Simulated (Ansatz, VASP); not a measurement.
PtS2 in VASP and in Ansatz

Contents of INCAR:

```
ALGO = Normal ; EDIFF = 1E-6
ENCUT = 570 ; GGA = PE
GGA_COMPAT = F ; ISIF = 2
ISMEAR = -1 ; LASPH = T
LCHARG = F ; LREAL = F
LWAVE = F ; NBANDS = 22
NELM = 120 ; PREC = Accurate
SIGMA = 0.5
```

The input KPOINTS:

```
k-points
0
Gamma
  6 6 4
```

Contents of POSCAR:

```
PtS2
1.0
    3.5526415803      0.0000000000      0.0000000000
   -1.7763207902      3.0766778591      0.0000000000
    0.0000000000      0.0000000000      5.1227110450
Pt S
1 2
Direct
    0.0000000000      0.0000000000      0.0000000000
    0.3333333333      0.6666666667      0.2392599773
    0.6666666667      0.3333333333      0.7607400227
```

Input for Ansatz:

```yaml
crystal:
  lattice:
    - [3.5526415803, 0.0, 0.0]
    - [-1.7763207902, 3.0766778591, 0.0]
    - [0.0, 0.0, 5.122711045]
  atoms:
    - { symbol: Pt, position: [0.0, 0.0, 0.0] }
    - { symbol: S, position: [0.3333333333, 0.6666666667, 0.2392599773] }
    - { symbol: S, position: [0.6666666667, 0.3333333333, 0.7607400227] }
kpoints:
  mp_grid: { grid: [6, 6, 4] }
hamiltonian:
  xc: pbe
scf:
  occupations: { method: fermi_dirac, width: 0.5 }
  n_extra_bands: 4
output:
  forces: true
  stress: true
  eigenvalues: true
```

Alike in both runs: task single point; functional PBE; k mesh 6 × 6 × 4; occupations fermi-dirac, width 0.5 eV; no spin polarisation.

|  | VASP | Ansatz |
| --- | --- | --- |
| version | VASP 6.6.1 | Ansatz 0.2.0 |
| potentials or method | VASP PAW PBE potentials, release 64 (Pt_sv_GW, S) | plane waves |
| plane-wave cutoff (eV) | 570 | 420 |
| valence electrons in the cell | 30 | 30 |

|  | VASP | Ansatz | Ansatz less VASP |
| --- | --- | --- | --- |
| pressure (GPa) | 4.8 | 5.5 | +0.73 |
| traceless stress, the component that is largest in VASP (GPa) | -1.60 | -1.70 | -0.105 |
| rms of the force components (eV/Å) | 0.160 | 0.171 | +0.0110 |

Atom by atom the forces differ by 0.011 eV/Å (rms over components). With one functional, cell and mesh, what is left measures potentials, basis and numerics.

Neither program's run includes spin-orbit coupling.
